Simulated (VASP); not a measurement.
# TaC3 (P6/mmm) in VASP: a series of runs

Runs on TaC3. Level: PBE. Tasks: single point, relaxation of cell and atoms.

Everything below comes from runs of VASP 6.6.1. Logs are shortened: lines on timing, memory, paths and dates and some standing lists are left out, and cuts for length are marked.

## Step 1: The cell of the first run

The structure is hexagonal, space group P6/mmm (No. 191). The conventional cell has a = 2.969 Å, b = 2.969 Å, c = 6.992 Å, α = 90.00°, β = 90.00°, γ = 120.00°. Ta (site symmetry 6/mmm) has 6 C at 1.71 Å within 2.3 Å. Within 2.3 Å of C (site symmetry -6m2) lie 3 C at 1.71 Å and 3 Ta at 1.71 Å. C (site symmetry 6/mmm) has 18 C at 2.97 to 3.89 Å and 2 Ta at 3.50 Å within 3.9 Å.

## Step 2: Single point, PBE

Contents of INCAR:

```
SYSTEM = TaC3
  PREC = Accurate
  ENCUT = 520
  EDIFF = 1E-7
  ISMEAR = 0
  SIGMA = 0.1
  LREAL = .False.
  LASPH = .True.
  NELM = 60
  ALGO = Normal
  ISIF = 2
  LWAVE = .False.
  LCHARG = .False.
  GGA = PE
  NBANDS = 20
```

Contents of KPOINTS:

```
Automatic mesh
0
Gamma
  6 6 4
  0 0 0
```

Contents of POSCAR:

```
TaC3
1.0
    2.9687330000      0.0000000000      0.0000000000
   -1.4843665000      2.5709981900      0.0000000000
    0.0000000000      0.0000000000      6.9915549000
Ta C
1 3
Direct
    0.0000000000      0.0000000000      0.0000000000
    0.3333333300      0.6666666700      0.0000000000
    0.6666666700      0.3333333300      0.0000000000
    0.0000000000      0.0000000000      0.5000000000
```

Potentials or basis: VASP PAW PBE potentials, release 64 (Ta_pv, C).

Started as:

```
> cat potpaw_PBE.64/Ta_pv/POTCAR potpaw_PBE.64/C/POTCAR > POTCAR
> mpirun -np 1 vasp_std > vasp.out
```

OUTCAR:

```text
SYSTEM = TaC3
   PREC = Accurate
   ENCUT = 520
   EDIFF = 1E-7
   ISMEAR = 0
   LREAL = .False.
   LASPH = .True.
   NELM = 60
   ISIF = 2
   GGA = PE

 ion  position               nearest neighbor table
   1  0.000  0.000  0.000-   2 1.71   3 1.71   2 1.71   3 1.71   3 1.71   2 1.71
   2  0.333  0.667  0.000-   3 1.71   1 1.71   3 1.71   1 1.71   1 1.71   3 1.71
   3  0.667  0.333  0.000-   2 1.71   1 1.71   2 1.71   1 1.71   1 1.71   2 1.71
   4  0.000  0.000  0.500-

  LATTYP: Found a hexagonal cell.
 ALAT       =     2.9687330000
 C/A-ratio  =     2.3550635574

  Lattice vectors:

 A1 = (   2.9687330000,   0.0000000000,   0.0000000000)
 A2 = (  -1.4843665000,   2.5709981900,   0.0000000000)
 A3 = (   0.0000000000,   0.0000000000,   6.9915549000)

Analysis of symmetry for initial positions (statically):
=====================================================================
 Subroutine PRICEL returns:
 Original cell was already a primitive cell.

 Routine SETGRP: Setting up the symmetry group for a
 hexagonal supercell.

 Subroutine GETGRP returns: Found 24 space group operations
 (whereof 24 operations were pure point group operations)
 out of a pool of 24 trial point group operations.

The static configuration has the point symmetry D_6h.

Analysis of symmetry for dynamics (positions and initial velocities):
=====================================================================
 Subroutine PRICEL returns:
 Original cell was already a primitive cell.

 Routine SETGRP: Setting up the symmetry group for a
 hexagonal supercell.

 Subroutine GETGRP returns: Found 24 space group operations
 (whereof 24 operations were pure point group operations)
 out of a pool of 24 trial point group operations.

The dynamic configuration has the point symmetry D_6h.

 Subroutine INISYM returns: Found 24 space group operations
 (whereof 24 operations are pure point group operations),
 and found     1 'primitive' translations

----------------------------------------------------------------------------------------

                                     Primitive cell

  volume of cell :      53.3638
[... 82 lines left out ...]
   ICHARG =      2    charge: 1-file 2-atom 10-const
   ISPIN  =      1    spin polarized calculation?
   LNONCOLLINEAR =      F non collinear calculations
   LSORBIT =      F    spin-orbit coupling
   LASPH  =      T    aspherical Exc in radial PAW
   ENCUT  =  520.0 eV  38.22 Ry    6.18 a.u.   5.52  5.52 13.00*2*pi/ulx,y,z
   NELM   =     60;   NELMIN=  2; NELMDL= -5     # of ELM steps
   EDIFF  = 0.1E-06   stopping-criterion for ELM
   LREAL  =      F    real-space projection
   EDIFFG = 0.1E-05   stopping-criterion for IOM
   NSW    =      0    number of steps for IOM
   IBRION =     -1    ionic relax: 0-MD 1-quasi-New 2-CG
   NFREE  =      0    steps in history (QN), initial steepest desc. (CG)
   ISIF   =      2    stress and relaxation
   ISYM   =      2    0-nonsym 1-usesym 2-fastsym
   POTIM  = 0.5000    time-step for ionic-motion
   TEBEG  =    0.0;   TEEND  =   0.0 temperature during run
   PSTRESS=    0.0 pullay stress
   NELECT =      23.0000    total number of electrons
   NUPDOWN=      -1.0000    fix difference up-down
   EMIN   =  10.00;   EMAX   =-10.00  energy-range for DOS
   EFERMI =   0.00;   METHOD = LEGACY
   ISMEAR =     0;   SIGMA  =   0.10  broadening in eV -4-tet -1-fermi 0-gaus
   EFERMI_NEDOS =   21; number of points for ismear=-14 and -15
   IALGO  =     38    algorithm
   IMIX   =      4    mixing-type and parameters
     AMIX     =   0.40;   BMIX     =  1.00
     AMIX_MAG =   1.60;   BMIX_MAG =  1.00
  volume/ion in A,a.u.               =      13.34        90.03
  Fermi-wavevector in a.u.,A,eV,Ry     =   1.236617  2.336867 20.806323  1.529222
  Thomas-Fermi vector in A             =   2.371218
   LORBIT       =      0    0 simple, 1 ext, 2 COOP (PROOUT), +10 PAW based schemes
   GGA     = PE    functional components
   LHFCALC =     F    Hartree Fock is set to
   AEXX    =    0.0000 exact exchange contribution
   IVDW    =     0    specifies the selected vdW correction
   LEPSILON=     F    determine dielectric tensor
   LRPA    =     F    only Hartree local field effects (RPA)
 non-spin polarized calculation
 Gauss-broadening in eV      SIGMA  =   0.10
  energy-cutoff  :      520.00
  volume of cell :       53.36
 maximum number of plane-waves:      1478
 NGX is ok and might be reduce to    24
   NGX = 11   NGY = 11   NGZ = 25

 number of electron      23.0000001 magnetization

 Free energy of the ion-electron system (eV)
  ---------------------------------------------------
  ext. energy  EPLUGINS =         0.00000000
  ---------------------------------------------------
  free energy    TOTEN  =       -10.39865924 eV

  energy without entropy =      -10.38173473  energy(sigma->0) =      -10.39019699

 E-fermi :   3.2459     XC(G=0):  -9.9412

 val. band max:        3.2364593894   @ k =   0.3333   0.1667   0.0000
 cond. band min:       3.2858049805   @ k =   0.5000   0.0000   0.5000
 fundamental gap:      0.0493455911
 Fermi energy:         3.2459196430

 k-point     1 :       0.0000    0.0000    0.0000
  band No.  band energies     occupation
      1     -32.7308      2.00000
      2     -32.7308      2.00000
      3     -31.4298      2.00000
      4     -16.2549      2.00000
      5     -10.7421      2.00000
      6     -10.7421      2.00000
[... 472 lines left out ...]
     19      11.3419      0.00000
     20      11.3869      0.00000

------------------------ aborting loop because EDIFF is reached ----------------------------------------

  FORCE on cell =-STRESS in cart. coord.  units (eV):
  Direction    XX          YY          ZZ          XY          YZ          ZX
  --------------------------------------------------------------------------------------
  -------------------------------------------------------------------------------------
  Total       75.4587562     75.4587559     -5.0342186     -0.0000000      0.0000000      0.0000000
  in kB     2265.5494282   2265.5494193   -151.1457614     -0.0000000      0.0000000      0.0000000
  external PRESSURE =    1459.9843621 kB  Pullay stress =       0.0000000 kB

 VOLUME and BASIS-vectors are now :
 -----------------------------------------------------------------------------
  energy-cutoff  :      520.00
  volume of cell :       53.36
      direct lattice vectors                 reciprocal lattice vectors
     2.968733000  0.000000000  0.000000000     0.336844034  0.194476994  0.000000000
    -1.484366500  2.570998190  0.000000000     0.000000000  0.388953988  0.000000000
     0.000000000  0.000000000  6.991554900     0.000000000  0.000000000  0.143029700

 POSITION                                       TOTAL-FORCE (eV/Angst)
 -----------------------------------------------------------------------------------
      0.00000      0.00000      0.00000        -0.000000      0.000000     -0.000000
     -0.00000      1.71400      0.00000         0.000000      0.000000     -0.000000
      1.48437      0.85700      0.00000        -0.000000      0.000000      0.000000
      0.00000      0.00000      3.49578        -0.000000      0.000000     -0.000000
 -----------------------------------------------------------------------------------
    total drift:                                0.000000     -0.000000      0.000000

  FREE ENERGIE OF THE ION-ELECTRON SYSTEM (eV)
  ---------------------------------------------------
  free  energy   TOTEN  =       -10.3986592448 eV

  energy  without entropy=      -10.3817347273  energy(sigma->0) =      -10.39019699
```

stdout:

```text
POSCAR found type information on POSCAR TaC
 POSCAR found :  2 types and       4 ions
 scaLAPACK will be used
 LDA part: xc-table for (Slater+PW92), standard interpolation
 POSCAR, INCAR and KPOINTS ok, starting setup
 FFT: planning ... GRIDC
 FFT: planning ... GRID_SOFT
 FFT: planning ... GRID
 WAVECAR not read
 entering main loop
```

It took 26 s on 1 thread of Intel Xeon Platinum 8488C (Sapphire Rapids), shared host; peak memory 0.18 GiB.

What came out:

* Free energy: -10.3987 eV
* Pressure: 146.0 GPa

Stress tensor (GPa, compression positive):
```
226.55   0.00   0.00
  0.00 226.55   0.00
  0.00   0.00 -15.11
```

Levels at points of the mesh, in eV from the Fermi level:
| k point | band 9 | band 10 | band 11 | band 12 | band 13 | band 14 | band 15 | band 16 |
| --- | --- | --- | --- | --- | --- | --- | --- | --- |
| (0.00, 0.00, 0.00) | -2.96 | -1.85 | -1.02 | 1.70 | 1.70 | 2.49 | 2.85 | 2.85 |
| (0.50, 0.00, 0.00) | -4.45 | -3.75 | -2.56 | -1.68 | 0.05 | 0.56 | 1.15 | 1.95 |
| (0.00, 0.00, 0.50) | -3.16 | -2.96 | 0.94 | 1.69 | 1.69 | 2.49 | 2.87 | 2.87 |
| (0.50, 0.00, 0.50) | -4.46 | -3.75 | -2.49 | -1.63 | -0.42 | 0.04 | 1.98 | 2.53 |

Caveat: the k points lie up to 0.41 Å⁻¹ apart; spin-orbit coupling is left out, which moves the levels of the heavy elements.

[end of part 1 of 2]
